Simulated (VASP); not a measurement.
# Si (Fm-3m) in VASP: single point with PBE

Aim: the single point of Si with PBE.

Everything below comes from runs of VASP 6.6.1. Logs are shortened: lines on timing, memory, paths and dates and some standing lists are left out, and cuts for length are marked.

**1. The cell of the first run**

Symmetry: Fm-3m, No. 225, cubic system. Conventional cell: a = 8.602 Å, b = 8.602 Å, c = 8.602 Å, α = 90.00°, β = 90.00°, γ = 90.00°. Si (site symmetry 4mm) has 2 Si at 2.11 to 2.19 Å within 2.8 Å. Within 2.9 Å of Si (site symmetry m-3m) lie 6 Si at 2.19 Å. Si (site symmetry m-3m) has 6 Si at 2.11 Å within 2.8 Å.

**2. Single point, PBE**

Contents of INCAR:

```
SYSTEM = Si
ALGO     = Normal         ! electronic algorithm
EDIFF    = 1E-7           ! SCF threshold, eV
ENCUT    = 520            ! plane-wave cutoff, eV
GGA      = PE             ! functional
ISIF     = 2              ! what is computed and relaxed
ISMEAR   = 0              ! smearing method
LASPH    = .TRUE.         ! aspherical terms in the spheres
LCHARG   = .FALSE.        ! write CHGCAR
LREAL    = .FALSE.        ! projectors in reciprocal space
LWAVE    = .FALSE.        ! write WAVECAR
NBANDS   = 26             ! bands
NELM     = 100            ! most SCF steps
PREC     = Accurate       ! precision mode
SIGMA    = 0.1            ! smearing width, eV
```

Contents of KPOINTS:

```
k-points
0
G
  4 4 4
  0 0 0
```

Contents of POSCAR:

```
Si
1.0
    0.0000000000      4.3010856300      4.3010856300
    4.3010856300      0.0000000000      4.3010856300
    4.3010856300      4.3010856300      0.0000000000
Si
8
Direct
    0.2541363600      0.7458636400      0.7458636400
    0.7458636400      0.2541363600      0.2541363600
    0.7458636400      0.2541363600      0.7458636400
    0.2541363600      0.7458636400      0.2541363600
    0.7458636400      0.7458636400      0.2541363600
    0.2541363600      0.2541363600      0.7458636400
    0.0000000000      0.0000000000      0.0000000000
    0.5000000000      0.5000000000      0.5000000000
```

Potentials or basis: VASP PAW PBE potentials, release 64 (Si).

The run is started by

```
cat potpaw_PBE.64/Si/POTCAR > POTCAR
mpirun -np 1 vasp_std > vasp.out
```

OUTCAR:

```text
SYSTEM = Si
   EDIFF = 1E-7
   ENCUT = 520
   GGA = PE
   ISIF = 2
   ISMEAR = 0
   LASPH = .TRUE.
   LREAL = .FALSE.
   NELM = 100
   PREC = Accurate

 ion  position               nearest neighbor table
   1  0.254  0.746  0.746-   8 2.11   7 2.19   5 2.99   6 2.99   3 2.99   4 2.99   6 3.09   4 3.09
                             3 3.09   5 3.09
   2  0.746  0.254  0.254-   8 2.11   7 2.19   5 2.99   6 2.99   3 2.99   4 2.99   6 3.09   4 3.09
                             3 3.09   5 3.09
   3  0.746  0.254  0.746-   8 2.11   7 2.19   5 2.99   6 2.99   1 2.99   2 2.99   6 3.09   1 3.09
                             2 3.09   5 3.09
   4  0.254  0.746  0.254-   8 2.11   7 2.19   5 2.99   6 2.99   1 2.99   2 2.99   6 3.09   1 3.09
                             2 3.09   5 3.09
   5  0.746  0.746  0.254-   8 2.11   7 2.19   3 2.99   4 2.99   1 2.99   2 2.99   2 3.09   3 3.09
                             4 3.09   1 3.09
   6  0.254  0.254  0.746-   8 2.11   7 2.19   3 2.99   4 2.99   1 2.99   2 2.99   4 3.09   1 3.09
                             2 3.09   3 3.09
   7  0.000  0.000  0.000-   1 2.19   2 2.19   3 2.19   4 2.19   5 2.19   6 2.19
   8  0.500  0.500  0.500-   1 2.11   2 2.11   3 2.11   4 2.11   5 2.11   6 2.11

  LATTYP: Found a face centered cubic cell.
 ALAT       =     8.6021712600

  Lattice vectors:

 A1 = (   0.0000000000,   4.3010856300,   4.3010856300)
 A2 = (   4.3010856300,   0.0000000000,   4.3010856300)
 A3 = (   4.3010856300,   4.3010856300,   0.0000000000)

Analysis of symmetry for initial positions (statically):
=====================================================================
 Subroutine PRICEL returns:
 Original cell was already a primitive cell.

 Routine SETGRP: Setting up the symmetry group for a
 face centered cubic supercell.

 Subroutine GETGRP returns: Found 48 space group operations
 (whereof 48 operations were pure point group operations)
 out of a pool of 48 trial point group operations.

The static configuration has the point symmetry O_h .

Analysis of symmetry for dynamics (positions and initial velocities):
=====================================================================
 Subroutine PRICEL returns:
 Original cell was already a primitive cell.

 Routine SETGRP: Setting up the symmetry group for a
 face centered cubic supercell.

 Subroutine GETGRP returns: Found 48 space group operations
 (whereof 48 operations were pure point group operations)
 out of a pool of 48 trial point group operations.

The dynamic configuration has the point symmetry O_h .

 Subroutine INISYM returns: Found 48 space group operations
 (whereof 48 operations are pure point group operations),
 and found     1 'primitive' translations

----------------------------------------------------------------------------------------

                                     Primitive cell

  volume of cell :     159.1345

  direct lattice vectors                    reciprocal lattice vectors
     0.000000000  4.301085630  4.301085630    -0.116249720  0.116249720  0.116249720
     4.301085630  0.000000000  4.301085630     0.116249720 -0.116249720  0.116249720
     4.301085630  4.301085630  0.000000000     0.116249720  0.116249720 -0.116249720

  length of vectors
     6.082653631  6.082653631  6.082653631     0.201350421  0.201350421  0.201350421

  position of ions in fractional coordinates (direct lattice)
     0.254136360  0.745863640  0.745863640
     0.745863640  0.254136360  0.254136360
     0.745863640  0.254136360  0.745863640
     0.254136360  0.745863640  0.254136360
     0.745863640  0.745863640  0.254136360
     0.254136360  0.254136360  0.745863640
     0.000000000  0.000000000  0.000000000
     0.500000000  0.500000000  0.500000000

  ion indices of the primitive-cell ions
   primitive index   ion index
                 1           1
                 2           2
                 3           3
                 4           4
                 5           5
                 6           6
                 7           7
                 8           8

----------------------------------------------------------------------------------------

 KPOINTS: k-points

Automatic generation of k-mesh.
 Grid dimensions read from file:
 generate k-points for:    4    4    4

 Generating k-lattice:

  Cartesian coordinates                     Fractional coordinates (reciprocal lattice)
    -0.029062430  0.029062430  0.029062430     0.250000000  0.000000000  0.000000000
     0.029062430 -0.029062430  0.029062430     0.000000000  0.250000000  0.000000000
     0.029062430  0.029062430 -0.029062430     0.000000000  0.000000000  0.250000000

  Length of vectors
     0.050337605  0.050337605  0.050337605

  Shift w.r.t. Gamma in fractional coordinates (k-lattice)
     0.000000000  0.000000000  0.000000000

 Subroutine IBZKPT returns following result:
 ===========================================

 Found      8 irreducible k-points:

 Following reciprocal coordinates:
            Coordinates               Weight
  0.000000  0.000000  0.000000      1.000000
  0.250000  0.000000  0.000000      8.000000
  0.500000  0.000000  0.000000      4.000000
  0.250000  0.250000  0.000000      6.000000
  0.500000  0.250000  0.000000     24.000000
 -0.250000  0.250000  0.000000     12.000000
  0.500000  0.500000  0.000000      3.000000
 -0.250000  0.500000  0.250000      6.000000
   k-points           NKPTS =      8   k-points in BZ     NKDIM =      8   number of bands    NBANDS=     26
   number of dos      NEDOS =    301   number of ions     NIONS =      8
   total plane-waves  NPLWV = 110592
   dimension x,y,z NGX =    48 NGY =   48 NGZ =   48
   dimension x,y,z NGXF=    96 NGYF=   96 NGZF=   96
   ions per type =               8
   NGX,Y,Z   is equivalent  to a cutoff of  13.12, 13.12, 13.12 a.u.
   NGXF,Y,Z  is equivalent  to a cutoff of  26.24, 26.24, 26.24 a.u.
 SYSTEM =  Si
   PREC   = accura    normal or accurate (medium, high low for compatibility)
   ISTART =      0    job   : 0-new  1-cont  2-samecut
   ICHARG =      2    charge: 1-file 2-atom 10-const
   ISPIN  =      1    spin polarized calculation?
   LNONCOLLINEAR =      F non collinear calculations
   LSORBIT =      F    spin-orbit coupling
   LASPH  =      T    aspherical Exc in radial PAW
   ENCUT  =  520.0 eV  38.22 Ry    6.18 a.u.  11.31 11.31 11.31*2*pi/ulx,y,z
   NELM   =    100;   NELMIN=  2; NELMDL= -5     # of ELM steps
   EDIFF  = 0.1E-06   stopping-criterion for ELM
   LREAL  =      F    real-space projection
   EDIFFG = 0.1E-05   stopping-criterion for IOM
   NSW    =      0    number of steps for IOM
   IBRION =     -1    ionic relax: 0-MD 1-quasi-New 2-CG
   NFREE  =      0    steps in history (QN), initial steepest desc. (CG)
   ISIF   =      2    stress and relaxation
   ISYM   =      2    0-nonsym 1-usesym 2-fastsym
   POTIM  = 0.5000    time-step for ionic-motion
   TEBEG  =    0.0;   TEEND  =   0.0 temperature during run
   PSTRESS=    0.0 pullay stress
   NELECT =      32.0000    total number of electrons
   NUPDOWN=      -1.0000    fix difference up-down
   EMIN   =  10.00;   EMAX   =-10.00  energy-range for DOS
   EFERMI =   0.00;   METHOD = LEGACY
   ISMEAR =     0;   SIGMA  =   0.10  broadening in eV -4-tet -1-fermi 0-gaus
   EFERMI_NEDOS =   21; number of points for ismear=-14 and -15
   IALGO  =     38    algorithm
   IMIX   =      4    mixing-type and parameters
     AMIX     =   0.40;   BMIX     =  1.00
     AMIX_MAG =   1.60;   BMIX_MAG =  1.00
  volume/ion in A,a.u.               =      19.89       134.24
  Fermi-wavevector in a.u.,A,eV,Ry     =   0.959114  1.812462 12.515986  0.919899
  Thomas-Fermi vector in A             =   2.088281
   LORBIT       =      0    0 simple, 1 ext, 2 COOP (PROOUT), +10 PAW based schemes
   GGA     = PE    functional components
   LHFCALC =     F    Hartree Fock is set to
   AEXX    =    0.0000 exact exchange contribution
   IVDW    =     0    specifies the selected vdW correction
   LEPSILON=     F    determine dielectric tensor
   LRPA    =     F    only Hartree local field effects (RPA)
 non-spin polarized calculation
 Gauss-broadening in eV      SIGMA  =   0.10
  energy-cutoff  :      520.00
  volume of cell :      159.13
 maximum number of plane-waves:      4314
 NGX is ok and might be reduce to    48
   NGX = 23   NGY = 23   NGZ = 23

 number of electron      32.0000000 magnetization

 Free energy of the ion-electron system (eV)
  ---------------------------------------------------
  ext. energy  EPLUGINS =         0.00000000
  ---------------------------------------------------
  free energy    TOTEN  =       -31.33133308 eV

  energy without entropy =      -31.29899269  energy(sigma->0) =      -31.31516288

 E-fermi :   6.2922     XC(G=0):  -9.3440

 val. band max:        6.2561461391   @ k =   0.2500   0.2500   0.0000
 cond. band min:       6.2999475631   @ k =   0.5000   0.5000   0.0000
 fundamental gap:      0.0438014240
 Fermi energy:         6.2921617879

 k-point     1 :       0.0000    0.0000    0.0000
  band No.  band energies     occupation
      1      -7.7746      2.00000
      2      -5.1596      2.00000
      3      -2.8471      2.00000
      4      -2.8471      2.00000
      5      -2.8471      2.00000
      6      -0.0142      2.00000
[... 18 lines left out ...]
     25       9.4950      0.00000
     26       9.4950      0.00000

 k-point     2 :       0.2500    0.0000    0.0000
  band No.  band energies     occupation
      1      -7.5347      2.00000
      2      -5.7589      2.00000
      3      -2.7031      2.00000
      4      -2.7031      2.00000
      5      -2.3484      2.00000
      6      -1.1818      2.00000
[... 18 lines left out ...]
     25      11.0319      0.00000
[... 144 lines left out ...]
     25       9.8977      0.00000
     26       9.9218      0.00000

 k-point     8 :      -0.2500    0.5000    0.2500
  band No.  band energies     occupation
      1      -6.9453      2.00000
      2      -6.3643      2.00000
      3      -3.5103      2.00000
      4      -3.5103      2.00000
      5      -2.1071      2.00000
      6      -1.7463      2.00000
[... 18 lines left out ...]
     25       9.9697      0.00000
     26       9.9726      0.00000

------------------------ aborting loop because EDIFF is reached ----------------------------------------

  FORCE on cell =-STRESS in cart. coord.  units (eV):
  Direction    XX          YY          ZZ          XY          YZ          ZX
  --------------------------------------------------------------------------------------
  -------------------------------------------------------------------------------------
  Total       19.5047870     19.5047870     19.5047870      0.0000000     -0.0000000     -0.0000000
  in kB      196.3756034    196.3756034    196.3756034      0.0000000     -0.0000000     -0.0000000
  external PRESSURE =     196.3756034 kB  Pullay stress =       0.0000000 kB

 VOLUME and BASIS-vectors are now :
 -----------------------------------------------------------------------------
  energy-cutoff  :      520.00
  volume of cell :      159.13
      direct lattice vectors                 reciprocal lattice vectors
     0.000000000  4.301085630  4.301085630    -0.116249720  0.116249720  0.116249720
     4.301085630  0.000000000  4.301085630     0.116249720 -0.116249720  0.116249720
     4.301085630  4.301085630  0.000000000     0.116249720  0.116249720 -0.116249720

 POSITION                                       TOTAL-FORCE (eV/Angst)
 -----------------------------------------------------------------------------------
      6.41605      4.30109      4.30109         1.164004      0.000000      0.000000
      2.18612      4.30109      4.30109        -1.164004      0.000000      0.000000
      4.30109      6.41605      4.30109         0.000000      1.164004      0.000000
      4.30109      2.18612      4.30109         0.000000     -1.164004      0.000000
      4.30109      4.30109      6.41605         0.000000      0.000000      1.164004
      4.30109      4.30109      2.18612         0.000000      0.000000     -1.164004
      0.00000      0.00000      0.00000         0.000000      0.000000      0.000000
      4.30109      4.30109      4.30109         0.000000      0.000000      0.000000
 -----------------------------------------------------------------------------------
    total drift:                               -0.000000     -0.000000     -0.000000

  FREE ENERGIE OF THE ION-ELECTRON SYSTEM (eV)
  ---------------------------------------------------
  free  energy   TOTEN  =       -31.3313330806 eV

  energy  without entropy=      -31.2989926851  energy(sigma->0) =      -31.31516288
```

It took 42 s on 1 thread of Intel Xeon 6975P-C, shared host; peak memory 0.3 GiB.

Results:

```yaml
Free_energy: -31.3313 eV
Pressure: 19.6 GPa
Largest_force: 1.164 eV/Å
Band_gap_on_the_k_mesh: zero (band 16 reaches 8.11 eV, above the bottom of band 17 at 4.55 eV)
```

Forces in eV/Å, atoms in the order of the input:
```
Si   1.164  0.000  0.000
Si  -1.164  0.000  0.000
Si   0.000  1.164  0.000
Si   0.000 -1.164  0.000
Si   0.000  0.000  1.164
Si   0.000  0.000 -1.164
Si   0.000  0.000  0.000
Si   0.000  0.000  0.000
```

Caveat: forces of over 1 eV/Å act on the atoms, so gaps and moduli don't describe the material at rest.
